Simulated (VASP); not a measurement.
A run of VASP 6.6.1 is set up as follows.

The input INCAR:

```
SYSTEM = Al3O5
PREC = Accurate
ENCUT = 520
EDIFF = 1E-7
ISMEAR = 0
SIGMA = 0.01
LREAL = Auto
LASPH = .TRUE.
NELM = 100
ALGO = Normal
ISIF = 2
LWAVE = .FALSE.
LCHARG = .FALSE.
GGA = PS
NELECT = 194.0
NBANDS = 124
```

KPOINTS

```
Automatic mesh
0
Gamma
  2 2 2
  0.5 0.5 0.5
```

POSCAR

```
Al3O5
1.0
   -4.7738611789     -2.7561900367      4.3382851438
    4.7738611789     -2.7561900367      4.3382851438
    0.0000000000      5.5123800734      4.3382851438
O Al
25 15
Direct
    0.1170263226      0.1170263226      0.1170263226
    0.4030498335      0.5984060494      0.7471885243
    0.9032916136      0.0983151739      0.7534426044
    0.9054924516      0.5980284317      0.2480186133
    0.4171383576      0.0952483502      0.2650316173
    0.3986082475      0.2469154572      0.6072058748
    0.9026393531      0.7507244006      0.5962560499
    0.9093552982      0.2477999538      0.0961642888
    0.4051388106      0.7566220806      0.0975795493
    0.5984060494      0.7471885243      0.4030498335
    0.0952483502      0.2650316173      0.4171383576
    0.0983151739      0.7534426044      0.9032916136
    0.5980284317      0.2480186133      0.9054924516
    0.7471885243      0.4030498335      0.5984060494
    0.2480186133      0.9054924516      0.5980284317
    0.2650316173      0.4171383576      0.0952483502
    0.7534426044      0.9032916136      0.0983151739
    0.2469154572      0.6072058748      0.3986082475
    0.7566220806      0.0975795493      0.4051388106
    0.7507244006      0.5962560499      0.9026393531
    0.2477999538      0.0961642888      0.9093552982
    0.6072058748      0.3986082475      0.2469154572
    0.0961642888      0.9093552982      0.2477999538
    0.0975795493      0.4051388106      0.7566220806
    0.5962560499      0.9026393531      0.7507244006
    0.6482734987      0.6455073012      0.1469828309
    0.6455073012      0.1469828309      0.6482734987
    0.1469828309      0.6482734987      0.6455073012
    0.3406239247      0.3406239247      0.3406239247
    0.8424116863      0.8510471349      0.3543957196
    0.8510471349      0.3543957196      0.8424116863
    0.3543957196      0.8424116863      0.8510471349
    0.6476726834      0.6476726834      0.6476726834
    0.1433527473      0.1494902471      0.6452806442
    0.1494902471      0.6452806442      0.1433527473
    0.6452806442      0.1433527473      0.1494902471
    0.8525052697      0.8525052697      0.8525052697
    0.3521621154      0.3577675050      0.8578393836
    0.3577675050      0.8578393836      0.3521621154
    0.8578393836      0.3521621154      0.3577675050
```

Potentials or basis: VASP PAW PBE potentials, release 64 (O, Al).

The run is started by

```bash
$ cat potpaw_PBE.64/O/POTCAR potpaw_PBE.64/Al/POTCAR > POTCAR
$ mpirun -np 1 vasp_std > vasp.out
```

Task: Predict the largest force.

Result: 0.064 eV/Å.

Forces on the atoms (eV/Å):
```
O    0.000  0.000  0.051
O    0.003  0.001 -0.008
O    0.001  0.022 -0.004
O    0.006 -0.009  0.003
O   -0.006  0.023 -0.013
O   -0.006  0.015  0.005
O    0.001  0.004  0.008
O    0.059  0.012 -0.021
O    0.000  0.000 -0.006
O   -0.001 -0.003 -0.008
O    0.023 -0.006 -0.013
O    0.019 -0.012 -0.004
O   -0.011 -0.001  0.003
O   -0.003  0.002 -0.008
O    0.004  0.010  0.003
O   -0.017 -0.017 -0.013
O   -0.020 -0.010 -0.004
O    0.016 -0.002  0.005
O    0.001  0.000 -0.006
O    0.004 -0.003  0.008
O   -0.019 -0.057 -0.021
O   -0.010 -0.013  0.005
O   -0.040  0.045 -0.021
O    0.000 -0.001 -0.006
O   -0.004 -0.002  0.008
Al   0.001  0.005  0.015
Al   0.004 -0.004  0.015
Al  -0.005 -0.002  0.015
Al   0.000  0.000  0.004
Al  -0.017 -0.012  0.001
Al  -0.002  0.020  0.001
Al   0.019 -0.009  0.001
Al   0.000  0.000 -0.005
Al  -0.026  0.000  0.015
Al   0.013  0.022  0.015
Al   0.013 -0.022  0.015
Al   0.000  0.000 -0.022
Al  -0.003  0.015 -0.004
Al   0.015 -0.005 -0.004
Al  -0.012 -0.010 -0.004
```

Caveat: the cell carries a net charge on a neutralising background, which shifts energy and pressure; the PAW data sets were made with another functional, which shifts forces and pressure a little.
